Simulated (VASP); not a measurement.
Input of a VASP 6.6.1 run:

INCAR

```
SYSTEM = Al
  PREC = Accurate
  ENCUT = 520
  EDIFF = 1E-6
  ISMEAR = -1
  SIGMA = 0.05
  LREAL = .False.
  LASPH = .True.
  NELM = 100
  ALGO = Normal
  ISIF = 2
  LWAVE = .False.
  LCHARG = .False.
  GGA = RP
  NBANDS = 8
```

The input KPOINTS:

```
regular mesh
0
Gamma
  12 12 12
  0 0 0
```

The input POSCAR:

```
Al
1.0
   -1.6277807532      1.6277807532      1.6277807532
    1.6277807532     -1.6277807532      1.6277807532
    1.6277807532      1.6277807532     -1.6277807532
Al
1
Direct
    0.0000000000      0.0000000000      0.0000000000
```

Potentials or basis: VASP PAW PBE potentials, release 64 (Al).

Launch:

```console
$ cat potpaw_PBE.64/Al/POTCAR > POTCAR
$ mpirun -np 1 vasp_std > vasp.out
```

Task: What does it give for the pressure?

Result: -0.2 GPa.

Caveat: the PAW data sets were made with another functional, which shifts forces and pressure a little.
